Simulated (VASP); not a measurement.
The system is La2BrClO2.

```
CELL_PARAMETERS angstrom
4.14308 0.00000 0.00000
0.00000 4.14308 0.00000
0.00000 0.00000 7.30544
ATOMIC_POSITIONS crystal
Br 0.50000 0.50000 0.37095
Cl 0.00000 0.00000 0.64139
La 0.00000 0.00000 0.16199
La 0.50000 0.50000 0.83048
O 0.50000 0.00000 0.99759
O 0.00000 0.50000 0.99759
```

| Item | Value |
| --- | --- |
| Program | VASP 6.6.1 |
| Task | relaxation of cell and atoms |
| Functional | PBEsol |
| Potentials or basis | VASP PAW PBE potentials, release 64 (Br, Cl, La, O) |
| Cutoff | 600 eV |
| k mesh | 8 × 8 × 4 |
| Occupations | gaussian, width 0.05 eV |
| Spin | no spin polarisation |

At the start: pressure -3.9 GPa; volume 20.90 Å³/atom.

**Question.** Where does the relaxation end?

**Answer.** Over 14 steps the energy falls by 12.6 meV/atom and the volume is 19.82 Å³/atom (-5.2 %); space group P4mm (No. 99, to 0.1 Å) before and after.

Step by step:
| step | energy change (eV) | largest force (eV/Å) | pressure (GPa) | volume (Å³) |
| --- | --- | --- | --- | --- |
| 1 | 0.0000 | 0.3469 | -3.91 | 125.40 |
| 2 | -0.0137 | 0.9195 | 3.68 | 116.37 |
| 3 | -0.0656 | 0.3363 | -0.16 | 120.49 |
| 4 | -0.0723 | 0.1593 | -0.10 | 119.84 |
| 5 | -0.0741 | 0.0532 | -0.02 | 119.32 |
| 6 | -0.0746 | 0.0398 | 0.01 | 119.23 |
| 7 | -0.0752 | 0.0315 | 0.08 | 118.99 |
| 8 | -0.0752 | 0.0359 | -0.18 | 119.22 |
| 9 | -0.0753 | 0.0259 | -0.04 | 119.09 |
| 10 | -0.0754 | 0.0189 | -0.03 | 119.05 |
| 11 | -0.0754 | 0.0175 | -0.01 | 118.98 |
| 12 | -0.0754 | 0.0125 | 0.03 | 118.92 |
| 13 | -0.0754 | 0.0111 | 0.04 | 118.92 |
| 14 | -0.0754 | 0.0081 | 0.02 | 118.93 |

Final structure:
```
CELL_PARAMETERS angstrom
4.08412 0.00000 0.00000
0.00000 4.08412 0.00000
0.00000 0.00000 7.13030
ATOMIC_POSITIONS crystal
Br 0.50000 0.50000 0.37259
Cl 0.00000 0.00000 0.64181
La 0.00000 0.00000 0.16395
La 0.50000 0.50000 0.82712
O 0.50000 0.00000 0.99727
O 0.00000 0.50000 0.99727
```

Caveat: the PAW data sets were made with another functional, which shifts forces and pressure a little.
